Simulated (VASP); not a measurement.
# Si (a cell with a defect) in VASP: a series of runs, part 2 of 2

VASP 6.6.1. The steps go on from the part before.

## Step 4: Single point, LDA

Contents of INCAR:

```
SYSTEM = Si
  PREC = Accurate
  ENCUT = 520
  EDIFF = 1E-6
  ISMEAR = -1
  SIGMA = 0.02
  LREAL = Auto
  LASPH = .TRUE.
  NELM = 80
  ALGO = Normal
  ISIF = 2
  LWAVE = .FALSE.
  LCHARG = .FALSE.
  NBANDS = 163
  NELECT = 250.0
```

Contents of KPOINTS:

```
Automatic mesh
0
G
  1 1 1
  0 0 0
```

Contents of POSCAR:

```
Si
1.0
   10.8600000000      0.0000000000      0.0000000000
    0.0000000000     10.8600000000      0.0000000000
    0.0000000000      0.0000000000     10.8600000000
Si
63
Direct
    0.5003569982      0.0020550645      0.0005772560
    0.6263304788      0.1245193370      0.1256787293
    0.7502368324      0.2496441068      0.0004293738
    0.8753611418      0.3744918048      0.1237916206
    0.7501678637     -0.0003523941      0.2506784530
    0.8744492634      0.1244657459      0.3753555249
    0.0001372007     -0.0027894107      0.0006170350
    0.1185500000      0.1312230203      0.1187172192
    0.2526072744      0.2494405157      0.0003742173
    0.3750594843      0.3754913444      0.1254103131
    0.5002985267      0.4995575506      0.0004240331
    0.6251246777      0.6248275322      0.1236648250
    0.7504175875      0.7496304788      0.0003907919
    0.8741650092      0.8748225599      0.1257802947
    0.3819082873      0.1313109576      0.3820604052
    0.5001187845      0.2495308471      0.2479064457
    0.6249942910      0.3744767035      0.3771751381
    0.7501279006      0.4995696133      0.2504503683
    0.8753272560      0.6246446593      0.3771113260
    0.5000704420     -0.0028705341      0.5003980663
    0.6250846225      0.1263954880      0.6252671271
    0.7503423573      0.2496399632      0.5003812155
    0.8751628913      0.3747371087      0.6254405157
    0.7502368324     -0.0003899632      0.7502631676
    0.8752902394      0.1262922652      0.8755011050
    0.0001842541      0.4996692449      0.0004703499
    0.1253488029      0.6236995396      0.1255806630
    0.2476951197      0.7498291897      0.0005697053
    0.3819198895      0.8680454880      0.1187981584
    0.0004024862      0.2495184162      0.2528360958
    0.1254927256      0.3756303867      0.3751738490
    0.2502912523      0.4996187845      0.2502811234
    0.3750816759      0.6235677716      0.3752744015
    0.5001052486      0.7496681400      0.2528954880
    0.6260798343      0.8747144567      0.3753583794
    0.0005791897      0.0021162983      0.5003556169
    0.1255459484      0.1245566298      0.6264428177
    0.2478757827      0.2496043278      0.5003084715
    0.3769683241      0.3744802947      0.6255051565
    0.5002098527      0.4996743094      0.5005660221
    0.6253677716      0.6245645488      0.6255594843
    0.7501625230      0.7495507366      0.5003738490
    0.8754033149      0.8729222836      0.6251312155
    0.2501855433     -0.0004500000      0.7505482505
    0.3751433702      0.1242968692      0.8745210866
    0.5002564457      0.2495559853      0.7506494475
    0.6253914365      0.3747290055      0.8753469613
    0.7502532228      0.4995912523      0.7503883978
    0.8751516575      0.6244626151      0.8753005525
    0.0002774401      0.7496891344      0.2480576427
    0.1186362799      0.8677554328      0.3822252302
    0.0003198895      0.4995537753      0.5003990792
    0.1235388582      0.6246940147      0.6254508287
    0.2527517495      0.7495467772      0.5004606814
    0.3750250460      0.8747523941      0.6264730203
    0.0001772560      0.2496286372      0.7503199816
    0.1234285451      0.3744600368      0.8755906077
    0.2502361878      0.4996094843      0.7506735727
    0.3769452118      0.6248550645      0.8757157459
    0.5002648250      0.7496311234      0.7504246777
    0.6252015654      0.8729265193      0.8755081952
    0.0001532228      0.7496151013      0.7504895028
    0.1251848066      0.8747897790      0.8745373849
```

Potentials or basis: VASP PAW LDA potentials, release 64 (Si).

Started as:

```
cat potpaw_LDA.64/Si/POTCAR > POTCAR
mpirun -np 1 vasp_gam > vasp.out
```

OUTCAR:

```text
SYSTEM = Si
   PREC = Accurate
   ENCUT = 520
   EDIFF = 1E-6
   ISMEAR = -1
   LREAL = Auto
   LASPH = .TRUE.
   NELM = 80
   ISIF = 2
   NELECT = 250.0

 ion  position               nearest neighbor table
   1  0.500  0.002  0.001-  29 2.33  45 2.34   2 2.34  61 2.38
   2  0.626  0.125  0.126-  16 2.34   1 2.34   5 2.34   3 2.35
   3  0.750  0.250  0.000-  25 2.34   4 2.34   2 2.35  47 2.35
   4  0.875  0.374  0.124-  26 2.34   3 2.34  18 2.36  30 2.38
   5  0.750  1.000  0.251-  35 2.34   2 2.34  14 2.34   6 2.34
   6  0.874  0.124  0.375-  36 2.34  30 2.34   5 2.34  22 2.35
[... 493 lines left out ...]
  Total      -26.1596282    -26.1612949    -26.1547910      0.0160586     -0.0151393     -0.0163719
  in kB      -32.7229670    -32.7250519    -32.7169161      0.0200876     -0.0189377     -0.0204795
  external PRESSURE =     -32.7216450 kB  Pullay stress =       0.0000000 kB

 VOLUME and BASIS-vectors are now :
 -----------------------------------------------------------------------------
  energy-cutoff  :      520.00
  volume of cell :     1280.82
      direct lattice vectors                 reciprocal lattice vectors
    10.860000000  0.000000000  0.000000000     0.092081031  0.000000000  0.000000000
     0.000000000 10.860000000  0.000000000     0.000000000  0.092081031  0.000000000
     0.000000000  0.000000000 10.860000000     0.000000000  0.000000000  0.092081031

 POSITION                                       TOTAL-FORCE (eV/Angst)
 -----------------------------------------------------------------------------------
      5.43388      0.02232      0.00627        -0.011669     -0.011560      0.008990
      6.80195      1.35228      1.36487        -0.002825      0.000710     -0.006391
      8.14757      2.71113      0.00466        -0.001126      0.004131     -0.003038
      9.50642      4.06698      1.34438         0.002505     -0.004058      0.000970
      8.14682     10.85617      2.72237         0.004979     -0.000443     -0.001683
      9.49652      1.35170      4.07636        -0.005260      0.002923      0.000661
[... 55 lines left out ...]
      0.00166      8.14082      8.15032        -0.003901     -0.005367     -0.000839
      1.35951      9.50022      9.49748        -0.002036      0.001502      0.004065
 -----------------------------------------------------------------------------------
    total drift:                                0.027012     -0.047124      0.056738

  FREE ENERGIE OF THE ION-ELECTRON SYSTEM (eV)
  ---------------------------------------------------
  free  energy   TOTEN  =      -377.6595802945 eV

  energy  without entropy=     -377.6595802935  energy(sigma->0) =     -377.65958029
```

stdout:

```text
POSCAR found type information on POSCAR Si
 POSCAR found :  1 types and      63 ions
 scaLAPACK will be used
 LDA part: xc-table for (Slater(with rela. corr.)+CA(PZ))
 , standard interpolation
 POSCAR, INCAR and KPOINTS ok, starting setup
 FFT: planning ... GRIDC
 FFT: planning ... GRID_SOFT
 FFT: planning ... GRID
 WAVECAR not read
 entering main loop
 the old and the new charge density differ
 old charge density:   252.00000 new  250.00000
    0.285E+01
```

It took 4.3 min on 1 thread of Intel Xeon Platinum 8259CL at 2.50GHz (Skylake/Cascade Lake), shared host; peak memory 0.67 GiB.

What came out:

```yaml
Free_energy: -377.6596 eV
Largest_force: 0.037 eV/Å
```

Forces in eV/Å, atoms in the order of the input:
```
Si  -0.012 -0.012  0.009
Si  -0.003  0.001 -0.006
Si  -0.001  0.004 -0.003
Si   0.003 -0.004  0.001
Si   0.005  0.000 -0.002
Si  -0.005  0.003  0.001
Si   0.009  0.005  0.004
Si   0.019 -0.014  0.018
Si  -0.006 -0.009  0.012
Si   0.001  0.001 -0.002
Si   0.003  0.000 -0.004
Si  -0.002 -0.001  0.007
Si  -0.004 -0.004 -0.002
Si   0.001 -0.007 -0.007
Si  -0.017 -0.022 -0.018
Si  -0.007 -0.005  0.015
Si  -0.001 -0.003 -0.008
Si   0.002  0.002 -0.001
Si   0.004  0.004 -0.004
Si  -0.008  0.016 -0.006
Si  -0.003 -0.006 -0.007
Si  -0.001  0.003  0.006
Si   0.003 -0.002 -0.007
Si   0.002 -0.003  0.004
Si   0.006 -0.001  0.000
Si  -0.001  0.002 -0.003
Si  -0.002  0.000 -0.003
Si   0.015  0.007  0.008
Si  -0.021  0.018  0.018
Si   0.007 -0.005 -0.007
Si  -0.008 -0.004  0.006
Si   0.001 -0.003  0.003
Si   0.005 -0.003  0.003
Si  -0.007  0.008 -0.012
Si   0.003 -0.002  0.002
Si   0.002 -0.015 -0.004
Si  -0.006  0.002  0.000
Si   0.012 -0.003 -0.003
Si  -0.009 -0.001 -0.007
Si   0.007  0.000  0.006
Si  -0.009  0.003 -0.006
Si   0.002 -0.004  0.007
Si   0.005  0.006  0.001
Si   0.000  0.001 -0.001
Si   0.003  0.008  0.004
Si   0.007  0.007 -0.005
Si  -0.009 -0.004  0.003
Si   0.001 -0.001  0.001
Si   0.003  0.009  0.005
Si   0.007  0.007  0.011
Si   0.016  0.025 -0.023
Si  -0.005 -0.002  0.008
Si   0.004  0.001 -0.007
Si  -0.012  0.008 -0.008
Si   0.005 -0.004  0.001
Si  -0.002  0.001  0.002
Si   0.004 -0.003  0.003
Si   0.002  0.002 -0.006
Si  -0.006  0.000 -0.002
Si   0.004 -0.006  0.000
Si  -0.001  0.005  0.004
Si  -0.004 -0.005 -0.001
Si  -0.002  0.002  0.004
```

Caveat: the k points lie up to 0.58 Å⁻¹ apart; the cell carries a net charge on a neutralising background, which shifts energy and pressure; the cell is charged against a uniform background, so pressure and absolute levels hang on convention.
